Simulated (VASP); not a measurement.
Write the native input for VASP 6.6.1 that does the following.

```yaml
Task: single point
Functional: PBE
Potentials_or_basis: VASP PAW PBE potentials, release 64 (P)
Cutoff: 520 eV
k_mesh: 7 × 7 × 7
Occupations: methfessel-paxton, width 0.025 eV
Spin: no spin polarisation
Dipole_correction: no
Further_INCAR_settings: ALGO = Normal; EDIFF = 1e-06; NBANDS = 12
```

The structure of P lies in POSCAR:

```
P
1.0
    1.7257251780      0.9963478961      3.1296800121
   -1.7257251780      0.9963478961      3.1296800121
    0.0000000000     -1.9926957921      3.1296800121
P
2
Direct
    0.7636290000      0.7712140000      0.7633900000
    0.2219640000      0.2289910000      0.2268450000
```

These files were run (other wordings do the same):

INCAR

```
ALGO = Normal
EDIFF = 1E-6
ENCUT = 520
GGA = PE
ISIF = 2
ISMEAR = 1
LASPH = T
LCHARG = T
LELF = T
LREAL = F
LVHAR = T
LWAVE = F
NBANDS = 12
NELM = 100
PREC = Accurate
SIGMA = 0.025
```

KPOINTS

```
k-points
0
Gamma
  7 7 7
```

Potentials or basis: VASP PAW PBE potentials, release 64 (P).

Launch:

```bash
$ cat potpaw_PBE.64/P/POTCAR > POTCAR
$ mpirun -np 1 vasp_std > vasp.out
```

It gave:

The pressure is -0.6 GPa and the largest force is 0.333 eV/Å. The band gap on the k mesh is zero (band 5 reaches 9.20 eV, above the bottom of band 6 at 8.83 eV).

It took 30 s on 1 thread of Intel(R) Xeon(R) 6975P-C (Granite Rapids) (shared host), peak memory 0.18 GiB.
